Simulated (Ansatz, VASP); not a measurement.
**Ga in VASP and in Ansatz**

```
Ga
1.0
     2.89541    0.00000    0.00000
    -1.44770    2.50750    0.00000
     0.00000    0.00000    2.72168
Ga
1
Direct
  0.00000 0.00000 0.00000
```

Alike in both runs: task relaxation of cell and atoms; functional PBE; k mesh 17 × 17 × 15; occupations fermi-dirac, width 0.05 eV; no spin polarisation.

|  | VASP | Ansatz |
| --- | --- | --- |
| version | VASP 6.6.1 | Ansatz 0.2.0 |
| potentials or method | VASP PAW PBE potentials, release 64 (Ga_d) | PAW with Ansatz's default frozen-core files, scalar-relativistic |
| plane-wave cutoff (eV) | 600 | 420 |
| valence electrons in the cell | 13 | 13 |

VASP gave:

* relaxed volume (Å³/atom): 19.37
* relaxed cell length with the largest relative difference (Å): 2.858

Problem. Which values does Ansatz return?

Solution. Relaxed volume (Å³/atom): 19.38; relaxed cell length with the largest relative difference (Å): 2.859.
